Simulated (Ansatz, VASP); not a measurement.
## W: VASP beside Ansatz

The input INCAR:

```
SYSTEM = W
PREC = Accurate
ENCUT = 520
EDIFF = 1E-6
ISMEAR = 0
SIGMA = 0.15
LREAL = .False.
LASPH = .True.
NELM = 100
ALGO = Fast
ISIF = 2
LWAVE = .False.
LCHARG = .False.
GGA = PS
NBANDS = 13
```

KPOINTS

```
regular mesh
0
Gamma
  20 20 20
  0 0 0
```

Contents of POSCAR:

```
W
1.0
   -1.6372325000      1.6372325000      1.5573675000
    1.6372325000     -1.6372325000      1.5573675000
    1.6372325000      1.6372325000     -1.5573675000
W
1
Direct
    0.0000000000      0.0000000000      0.0000000000
```

Input for Ansatz:

```yaml
crystal:
  lattice:
    - [-1.6372325, 1.6372325, 1.5573675]
    - [1.6372325, -1.6372325, 1.5573675]
    - [1.6372325, 1.6372325, -1.5573675]
  atoms:
    - { symbol: W, position: [0.0, 0.0, 0.0] }
basis:
  ecutwfc: 420
kpoints:
  mp_grid: { grid: [20, 20, 20] }
hamiltonian:
  xc: pbesol
scf:
  occupations: { method: gaussian, width: 0.15 }
output:
  forces: true
  stress: true
  eigenvalues: true
```

Change from the starting cell: strain +0.025 along x and y, -0.025 along z, atoms carried along.

Alike in both runs: task single point; functional PBEsol; k mesh 20 × 20 × 20; occupations gaussian, width 0.15 eV; no spin polarisation.

|  | VASP | Ansatz |
| --- | --- | --- |
| version | VASP 6.6.1 | Ansatz 0.2.0 |
| potentials or method | VASP PAW PBE potentials, release 64 (W_sv), cutoff 520 eV | scalar-relativistic, plane waves, PAW |
| valence electrons in the cell | 14 | 14 |

VASP gave:

```
gap on the k mesh at the Fermi level (eV)                     : none
pressure (GPa)                                                : -16.9
traceless stress, the component that is largest in VASP (GPa) : 10.22
```

Task: What did Ansatz give for the same quantities?

Result: gap on the k mesh at the Fermi level (eV): none; pressure (GPa): -17.3; traceless stress, the component that is largest in VASP (GPa): 10.23.

VASP's potentials were made for PBE, not for PBEsol. A gap of «none» marks a metal or a gap that the smearing closes.

Neither program's run includes spin-orbit coupling.
